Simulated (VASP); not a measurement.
# S (Fm-3m) in VASP: a series of runs

S is run at these levels: PBE; tasks: single point, relaxation of cell and atoms.

All numbers are computed with VASP 6.6.1; they aren't measurements. Logs are shortened: lines on timing, memory, paths and dates and some standing lists are left out, and cuts for length are marked.

## (1) The cell of the first run

Symmetry: Fm-3m, No. 225, cubic system. Conventional cell: a = 3.544 Å, b = 3.544 Å, c = 3.544 Å, α = 90.00°, β = 90.00°, γ = 90.00°. S (site symmetry m-3m) has 12 S at 2.51 Å within 3.3 Å.

This isn't the form of S at room conditions, which is orthorhombic, of S8 rings.

## (2) Single point, PBE

INCAR reads:

```
SYSTEM = S
ALGO = Normal
EDIFF = 1E-6
ENCUT = 520
GGA = PE
ISIF = 2
ISMEAR = -1
LASPH = .True.
LCHARG = .False.
LREAL = .False.
LWAVE = .False.
NBANDS = 9
NELM = 60
PREC = Accurate
SIGMA = 0.08
```

KPOINTS reads:

```
k-points
0
Gamma
  18 18 18
  0 0 0
```

POSCAR reads:

```
S
1.0
    0.0000000000      1.7719481054      1.7719481054
    1.7719481054      0.0000000000      1.7719481054
    1.7719481054      1.7719481054      0.0000000000
S
1
Direct
    0.0000000000      0.0000000000      0.0000000000
```

Potentials or basis: VASP PAW PBE potentials, release 64 (S).

Run with:

```bash
$ cat potpaw_PBE.64/S/POTCAR > POTCAR
$ mpirun -np 1 vasp_std > vasp.out
```

OUTCAR:

```text
SYSTEM = S
   EDIFF = 1E-6
   ENCUT = 520
   GGA = PE
   ISIF = 2
   ISMEAR = -1
   LASPH = .True.
   LREAL = .False.
   NELM = 60
   PREC = Accurate

 ion  position               nearest neighbor table
   1  0.000  0.000  0.000-

  LATTYP: Found a face centered cubic cell.
 ALAT       =     3.5438962108

  Lattice vectors:

 A1 = (   0.0000000000,   1.7719481054,   1.7719481054)
 A2 = (   1.7719481054,   0.0000000000,   1.7719481054)
 A3 = (   1.7719481054,   1.7719481054,   0.0000000000)

Analysis of symmetry for initial positions (statically):
=====================================================================
 Subroutine PRICEL returns:
 Original cell was already a primitive cell.

 Routine SETGRP: Setting up the symmetry group for a
 face centered cubic supercell.

 Subroutine GETGRP returns: Found 48 space group operations
 (whereof 48 operations were pure point group operations)
 out of a pool of 48 trial point group operations.

The static configuration has the point symmetry O_h .

Analysis of symmetry for dynamics (positions and initial velocities):
=====================================================================
 Subroutine PRICEL returns:
 Original cell was already a primitive cell.

 Routine SETGRP: Setting up the symmetry group for a
 face centered cubic supercell.

 Subroutine GETGRP returns: Found 48 space group operations
 (whereof 48 operations were pure point group operations)
 out of a pool of 48 trial point group operations.

The dynamic configuration has the point symmetry O_h .

 Subroutine INISYM returns: Found 48 space group operations
 (whereof 48 operations are pure point group operations),
 and found     1 'primitive' translations

----------------------------------------------------------------------------------------

                                     Primitive cell

  volume of cell :      11.1271

  direct lattice vectors                    reciprocal lattice vectors
     0.000000000  1.771948105  1.771948105    -0.282175307  0.282175307  0.282175307
     1.771948105  0.000000000  1.771948105     0.282175307 -0.282175307  0.282175307
     1.771948105  1.771948105  0.000000000     0.282175307  0.282175307 -0.282175307

  length of vectors
     2.505913042  2.505913042  2.505913042     0.488741968  0.488741968  0.488741968

  position of ions in fractional coordinates (direct lattice)
     0.000000000  0.000000000  0.000000000

  ion indices of the primitive-cell ions
   primitive index   ion index
                 1           1

----------------------------------------------------------------------------------------

 KPOINTS: k-points

Automatic generation of k-mesh.
 Grid dimensions read from file:
 generate k-points for:   18   18   18

 Generating k-lattice:

  Cartesian coordinates                     Fractional coordinates (reciprocal lattice)
    -0.015676406  0.015676406  0.015676406     0.055555556  0.000000000  0.000000000
     0.015676406 -0.015676406  0.015676406     0.000000000  0.055555556  0.000000000
     0.015676406  0.015676406 -0.015676406     0.000000000  0.000000000  0.055555556

  Length of vectors
     0.027152332  0.027152332  0.027152332

  Shift w.r.t. Gamma in fractional coordinates (k-lattice)
     0.000000000  0.000000000  0.000000000

 Subroutine IBZKPT returns following result:
 ===========================================

 Found    195 irreducible k-points:

 Following reciprocal coordinates:
            Coordinates               Weight
  0.000000  0.000000  0.000000      1.000000
  0.055556  0.000000  0.000000      8.000000
  0.111111  0.000000  0.000000      8.000000
  0.166667  0.000000  0.000000      8.000000
  0.222222  0.000000  0.000000      8.000000
  0.277778  0.000000  0.000000      8.000000
[... 16 lines left out ...]
 -0.277778  0.055556  0.000000     24.000000
 -0.222222  0.055556  0.000000     24.000000
 [... further k-points ...]
   k-points           NKPTS =    195   k-points in BZ     NKDIM =    195   number of bands    NBANDS=      9
   number of dos      NEDOS =    301   number of ions     NIONS =      1
   total plane-waves  NPLWV =   8000
   dimension x,y,z NGX =    20 NGY =   20 NGZ =   20
   dimension x,y,z NGXF=    40 NGYF=   40 NGZF=   40
   ions per type =               1
   NGX,Y,Z   is equivalent  to a cutoff of  13.27, 13.27, 13.27 a.u.
   NGXF,Y,Z  is equivalent  to a cutoff of  26.54, 26.54, 26.54 a.u.
 SYSTEM =  S
   PREC   = accura    normal or accurate (medium, high low for compatibility)
   ISTART =      0    job   : 0-new  1-cont  2-samecut
   ICHARG =      2    charge: 1-file 2-atom 10-const
   ISPIN  =      1    spin polarized calculation?
   LNONCOLLINEAR =      F non collinear calculations
   LSORBIT =      F    spin-orbit coupling
   LASPH  =      T    aspherical Exc in radial PAW
   ENCUT  =  520.0 eV  38.22 Ry    6.18 a.u.   4.66  4.66  4.66*2*pi/ulx,y,z
   NELM   =     60;   NELMIN=  2; NELMDL= -5     # of ELM steps
   EDIFF  = 0.1E-05   stopping-criterion for ELM
   LREAL  =      F    real-space projection
[... 7 lines left out ...]
   TEBEG  =    0.0;   TEEND  =   0.0 temperature during run
   PSTRESS=    0.0 pullay stress
   NELECT =       6.0000    total number of electrons
   NUPDOWN=      -1.0000    fix difference up-down
   EMIN   =  10.00;   EMAX   =-10.00  energy-range for DOS
   EFERMI =   0.00;   METHOD = LEGACY
   ISMEAR =    -1;   SIGMA  =   0.08  broadening in eV -4-tet -1-fermi 0-gaus
   EFERMI_NEDOS =   21; number of points for ismear=-14 and -15
   IALGO  =     38    algorithm
   IMIX   =      4    mixing-type and parameters
     AMIX     =   0.40;   BMIX     =  1.00
     AMIX_MAG =   1.60;   BMIX_MAG =  1.00
  volume/ion in A,a.u.               =      11.13        75.09
  Fermi-wavevector in a.u.,A,eV,Ry     =   1.332491  2.518043 24.157579  1.775532
  Thomas-Fermi vector in A             =   2.461422
   LORBIT       =      0    0 simple, 1 ext, 2 COOP (PROOUT), +10 PAW based schemes
   GGA     = PE    functional components
   LHFCALC =     F    Hartree Fock is set to
   AEXX    =    0.0000 exact exchange contribution
   IVDW    =     0    specifies the selected vdW correction
   LEPSILON=     F    determine dielectric tensor
   LRPA    =     F    only Hartree local field effects (RPA)
 non-spin polarized calculation
  energy-cutoff  :      520.00
  volume of cell :       11.13
 maximum number of plane-waves:       310
   NGX =  9   NGY =  9   NGZ =  9

 number of electron       6.0000001 magnetization

 Free energy of the ion-electron system (eV)
  ---------------------------------------------------
  ext. energy  EPLUGINS =         0.00000000
  ---------------------------------------------------
  free energy    TOTEN  =        -2.20397631 eV

  energy without entropy =       -2.19125834  energy(sigma->0) =       -2.19761733

 E-fermi :  13.3988     XC(G=0): -12.9179

 val. band max:       13.3866838615   @ k =   0.4444   0.2778   0.0556
 cond. band min:      13.4403375967   @ k =   0.4444   0.2778   0.0000
 fundamental gap:      0.0536537352
 Fermi energy:        13.3987878895

 k-point     1 :       0.0000    0.0000    0.0000
  band No.  band energies     occupation
      1      -7.6091      2.00000
      2      18.9812      0.00000
      3      18.9812      0.00000
      4      18.9812      0.00000
      5      25.5895      0.00000
      6      25.5895      0.00000
      7      25.5895      0.00000
      8      32.8405      0.00000
      9      32.8409      0.00000

 k-point     2 :       0.0556    0.0000    0.0000
  band No.  band energies     occupation
      1      -7.5079      2.00000
      2      18.2321      0.00000
      3      18.8530      0.00000
      4      18.8530      0.00000
      5      25.6107      0.00000
      6      25.8202      0.00000
      7      25.8202      0.00000
      8      32.4824      0.00000
      9      32.4824      0.00000

 k-point     3 :       0.1111    0.0000    0.0000
  band No.  band energies     occupation
      1      -7.2047      2.00000
      2      16.4132      0.00000
      3      18.5288      0.00000
      4      18.5288      0.00000
      5      25.5490      0.00000
      6      26.3884      0.00000
      7      26.3884      0.00000
      8      31.7212      0.00000
      9      31.7212      0.00000

 k-point     4 :       0.1667    0.0000    0.0000
  band No.  band energies     occupation
      1      -6.7012      2.00000
      2      14.1336      0.00021
      3      18.1238      0.00000
      4      18.1238      0.00000
      5      25.3563      0.00000
      6      26.9104      0.00000
      7      26.9104      0.00000
      8      31.2053      0.00000
      9      31.2053      0.00000

 k-point     5 :       0.2222    0.0000    0.0000
  band No.  band energies     occupation
      1      -6.0012      2.00000
      2      11.7250      2.00000
      3      17.7266      0.00000
      4      17.7266      0.00000
      5      25.1117      0.00000
      6      26.8535      0.00000
      7      26.8535      0.00000
      8      31.5922      0.00000
      9      31.5922      0.00000

 k-point     6 :       0.2778    0.0000    0.0000
  band No.  band energies     occupation
      1      -5.1113      2.00000
      2       9.3435      2.00000
      3      17.3855      0.00000
      4      17.3855      0.00000
      5      24.8835      0.00000
      6      26.2743      0.00000
      7      26.2743      0.00000
      8      32.8592      0.00000
      9      32.8592      0.00000
[... 169 lines left out ...]
 k-point    21 :      -0.3889    0.0556    0.0000
  band No.  band energies     occupation
      1      -2.3261      2.00000
      2       4.4306      2.00000
      3      15.9298      0.00000
      4      16.9986      0.00000
      5      24.6916      0.00000
      6      24.9444      0.00000
      7      25.1270      0.00000
      8      32.9903      0.00000
      9      35.9807      0.00000

 k-point    22 :      -0.3333    0.0556    0.0000
  band No.  band energies     occupation
      1      -3.5668      2.00000
      2       6.4332      2.00000
      3      15.9630      0.00000
      4      17.3324      0.00000
      5      25.0986      0.00000
      6      25.2836      0.00000
      7      25.4452      0.00000
      8      33.4584      0.00000
      9      34.0129      0.00000

 k-point    23 :      -0.2778    0.0556    0.0000
  band No.  band energies     occupation
      1      -4.6861      2.00000
      2       8.6460      2.00000
      3      16.1156      0.00000
      4      17.7105      0.00000
      5      25.2368      0.00000
      6      25.8187      0.00000
      7      26.2088      0.00000
      8      32.1670      0.00000
      9      33.4149      0.00000

 k-point    24 :      -0.2222    0.0556    0.0000
  band No.  band energies     occupation
      1      -5.6364      2.00000
      2      10.9899      2.00000
      3      16.3916      0.00000
      4      18.1144      0.00000
      5      25.3760      0.00000
      6      26.4103      0.00000
      7      26.9911      0.00000
      8      30.6866      0.00000
      9      32.3645      0.00000

 [... further k-points ...]
[... 5 lines left out ...]
  --------------------------------------------------------------------------------------
  -------------------------------------------------------------------------------------
  Total        3.9801341      3.9801341      3.9801341     -0.0000000     -0.0000000     -0.0000000
  in kB      573.0932535    573.0932535    573.0932535     -0.0000000     -0.0000000     -0.0000000
  external PRESSURE =     573.0932535 kB  Pullay stress =       0.0000000 kB

 VOLUME and BASIS-vectors are now :
 -----------------------------------------------------------------------------
  energy-cutoff  :      520.00
  volume of cell :       11.13
      direct lattice vectors                 reciprocal lattice vectors
     0.000000000  1.771948105  1.771948105    -0.282175307  0.282175307  0.282175307
     1.771948105  0.000000000  1.771948105     0.282175307 -0.282175307  0.282175307
     1.771948105  1.771948105  0.000000000     0.282175307  0.282175307 -0.282175307

 POSITION                                       TOTAL-FORCE (eV/Angst)
 -----------------------------------------------------------------------------------
      0.00000      0.00000      0.00000         0.000000      0.000000     -0.000000
 -----------------------------------------------------------------------------------
    total drift:                               -0.000000      0.000000     -0.000000

  FREE ENERGIE OF THE ION-ELECTRON SYSTEM (eV)
  ---------------------------------------------------
  free  energy   TOTEN  =        -2.2039763133 eV

  energy  without entropy=       -2.1912583394  energy(sigma->0) =       -2.19761733
```

It took 6.4 s on 1 thread of Intel Xeon 6975P-C (Granite Rapids), shared host; peak memory 0.12 GiB.

Results:

- Free energy: -2.2040 eV
- Pressure: 57.3 GPa
- Band gap on the k mesh: zero (bands 3 and 4 overlap by 10.08 eV)

Caveat: the cell stands under pressure.

## (3) Single point, PBE

INCAR reads:

```
SYSTEM = S
  ALGO = Normal
  EDIFF = 1E-7
  ENCUT = 520
  GGA = PE
  ISIF = 2
  ISMEAR = -1
  LASPH = .True.
  LCHARG = .True.
  LELF = .True.
  LREAL = .False.
  LVHAR = .True.
  LWAVE = .False.
  NBANDS = 9
  NELM = 80
  PREC = Accurate
  SIGMA = 0.08
```

KPOINTS is that of step 2.

POSCAR reads:

```
S
1.0
    0.0000000000      1.7723208016      1.7723208016
    1.7723208016      0.0000000000      1.7723208016
    1.7723208016      1.7723208016      0.0000000000
S
1
Direct
    0.0000000000      0.0000000000      0.0000000000
```

Potentials or basis: VASP PAW PBE potentials, release 64 (S).

Run with:

```bash
$ cat potpaw_PBE.64/S/POTCAR > POTCAR
$ mpirun -np 1 vasp_std > vasp.out
```

Run time: 6.8 s. Hardware: 1 thread of Intel Xeon 6975P-C (Granite Rapids), shared host; peak memory 0.13 GiB.

It converged, with:

```
Free energy            : -2.2065 eV
Pressure               : 57.1 GPa
Band gap on the k mesh : zero (bands 3 and 4 overlap by 10.07 eV)
```

Levels at points of the mesh, in eV from the Fermi level:
| k point | band 1 | band 2 | band 3 | band 4 | band 5 | band 6 |
| --- | --- | --- | --- | --- | --- | --- |
| (0.00, 0.00, 0.00) | -21.00 | 5.58 | 5.58 | 5.58 | 12.19 | 12.19 |
| (0.50, 0.00, 0.00) | -14.28 | -11.06 | 3.39 | 3.39 | 11.10 | 11.14 |
| (0.50, 0.50, 0.00) | -11.28 | -9.56 | -1.16 | -1.16 | 3.99 | 4.61 |

Caveat: the cell stands under pressure.

## (4) Relaxation of cell and atoms, PBE, target pressure 58 GPa, at which the enthalpy is minimised

INCAR reads:

```
PREC     = Accurate       # precision mode
ENCUT    = 600            # plane-wave cutoff, eV
EDIFF    = 1E-6           # SCF threshold, eV
ISMEAR   = -1             # smearing method
SIGMA    = 0.08           # smearing width, eV
LREAL    = False          # projectors in reciprocal space
LASPH    = True           # aspherical terms in the spheres
NELM     = 100            # most SCF steps
ALGO     = Normal         # electronic algorithm
ISIF     = 3              # what is computed and relaxed
LWAVE    = False          # write WAVECAR
LCHARG   = False          # write CHGCAR
GGA      = PE             # functional
IBRION   = 2              # ionic algorithm
NSW      = 60             # ionic steps
EDIFFG   = -0.005         # ionic threshold
PSTRESS  = 580.0
```

KPOINTS reads:

```
regular mesh
0
Gamma
  18 18 18
```

POSCAR reads:

```
S
1.0
    0.0000000000      1.7724772102      1.7724772102
    1.7724772102      0.0000000000      1.7724772102
    1.7724772102      1.7724772102      0.0000000000
S
1
Direct
    0.0000000000      0.0000000000      0.0000000000
```

Run with:

```bash
$ cat potpaw_PBE.64/S/POTCAR > POTCAR
$ mpirun -np 1 vasp_std > vasp.out
```

Wall time 9.8 s (1 thread of Intel Xeon 6975P-C (Granite Rapids), shared host); peak memory 0.13 GiB.

The run converged. Its results:

- Free energy: -2.1951 eV
- Relaxed volume: 11.10 Å³/atom
- Relaxed cell: a = 2.504 Å, b = 2.504 Å, c = 2.504 Å, α = 60.00°, β = 60.00°, γ = 60.00°
- Space group after relaxing (to 0.1 Å): Fm-3m (No. 225)
- Energy change on relaxing (the run minimises the enthalpy): +12.8 meV/atom
- Ionic steps: 3
- Pressure after relaxing: 58.0 GPa
- Band gap on the k mesh: zero (bands 3 and 4 overlap by 10.11 eV)

The path:
```
step  energy change (eV)  largest force (eV/Å)  pressure (GPa)  volume (Å³)
   1              0.0000                0.0000           57.13        11.14
   2              0.0353                0.0000           59.52        11.04
   3              0.0128                0.0000           57.99        11.10
```

Final structure:
```
CELL_PARAMETERS angstrom
0.00000 1.77059 1.77059
1.77059 0.00000 1.77059
1.77059 1.77059 0.00000
ATOMIC_POSITIONS crystal
S 0.00000 0.00000 0.00000
```

Levels at points of the mesh, in eV from the Fermi level:
| k point | band 1 | band 2 | band 3 | band 4 | band 5 | band 6 |
| --- | --- | --- | --- | --- | --- | --- |
| (0.00, 0.00, 0.00) | -21.04 | 5.60 | 5.60 | 5.60 | 12.19 | 12.19 |
| (0.50, 0.00, 0.00) | -14.30 | -11.10 | 3.41 | 3.41 | 11.12 | 11.13 |
| (0.50, 0.50, 0.00) | -11.29 | -9.59 | -1.16 | -1.16 | 3.97 | 4.60 |

Caveat: the cell is relaxed towards a set pressure, so the run minimises the enthalpy, not the energy.

## (5) Relaxation of cell and atoms, PBE, target pressure 58 GPa, at which the enthalpy is minimised

INCAR reads:

```
PREC = Accurate
ENCUT = 600
EDIFF = 1E-6
ISMEAR = -1
SIGMA = 0.08
LREAL = False
LASPH = True
NELM = 80
ALGO = Normal
ISIF = 3
LWAVE = False
LCHARG = False
GGA = PE
IBRION = 2
NSW = 32
EDIFFG = -0.005
PSTRESS = 580.0
```

KPOINTS reads:

```
Automatic mesh
0
Gamma
  18 18 18
```

POSCAR reads:

```
S
1.0
    0.0000000000      1.7719481054      1.7719481054
    1.7719481054      0.0000000000      1.7719481054
    1.7719481054      1.7719481054      0.0000000000
S
1
Direct
    0.0000000000      0.0000000000      0.0000000000
```

Run with:

```bash
$ cat potpaw_PBE.64/S/POTCAR > POTCAR
$ mpirun -np 1 vasp_std > vasp.out
```

Run time: 9.7 s. Hardware: 1 thread of Intel Xeon 6975P-C (Granite Rapids), shared host; peak memory 0.13 GiB.

It converged, with:

```
Free energy                                                : -2.1950 eV
Relaxed volume                                             : 11.10 Å³/atom
Relaxed cell                                               : a = 2.504 Å, b = 2.504 Å, c = 2.504 Å, α = 60.00°, β = 60.00°, γ = 60.00°
Space group after relaxing (to 0.1 Å)                      : Fm-3m (No. 225)
Energy change on relaxing (the run minimises the enthalpy) : +9.2 meV/atom
Ionic steps                                                : 3
Pressure after relaxing                                    : 58.0 GPa
Band gap on the k mesh                                     : zero (bands 3 and 4 overlap by 10.11 eV)
```

The path:
```
step  energy change (eV)  largest force (eV/Å)  pressure (GPa)  volume (Å³)
   1              0.0000                0.0000           57.37        11.13
   2              0.0255                0.0000           59.09        11.06
   3              0.0092                0.0000           58.00        11.10
```

Final structure:
```
CELL_PARAMETERS angstrom
0.00000 1.77059 1.77059
1.77059 0.00000 1.77059
1.77059 1.77059 0.00000
ATOMIC_POSITIONS crystal
S 0.00000 0.00000 0.00000
```

Levels at points of the mesh, in eV from the Fermi level:
| k point | band 1 | band 2 | band 3 | band 4 | band 5 | band 6 | band 7 |
| --- | --- | --- | --- | --- | --- | --- | --- |
| (0.00, 0.00, 0.00) | -21.04 | 5.60 | 5.60 | 5.60 | 12.19 | 12.19 | 12.19 |
| (0.50, 0.00, 0.00) | -14.30 | -11.10 | 3.41 | 3.41 | 11.12 | 11.13 | 11.13 |
| (0.50, 0.50, 0.00) | -11.29 | -9.59 | -1.16 | -1.16 | 3.97 | 4.60 | 25.67 |

Caveat: the cell is relaxed towards a set pressure, so the run minimises the enthalpy, not the energy.

## (6) The runs side by side

```csv
task,cell,cutoff (eV),gap on the mesh (eV),pressure (GPa)
single point,"a = 2.506 Å, angles 60.0°, 1 atom",520,none,57.1
relaxation of cell and atoms,"relaxed to 58 GPa from a = 2.507 Å, angles 60.0°, 1 atom",600,none,58.0
relaxation of cell and atoms,"relaxed to 58 GPa from a = 2.506 Å, angles 60.0°, 1 atom",600,none,58.0
```

Alike in all rows: level PBE; potentials or basis VASP PAW PBE potentials, release 64 (S); no spin polarisation; k mesh 18 × 18 × 18; smearing fermi-dirac 0.08 eV.

Caveats: the cell is relaxed towards a set pressure, so the run minimises the enthalpy, not the energy (at least some runs); the cell stands under pressure (at least some runs).

Total energies depend on the potentials used, so only differences within one code and one set of settings carry meaning.

The gap in the log of VASP goes by the Fermi energy; the results here count the filled bands.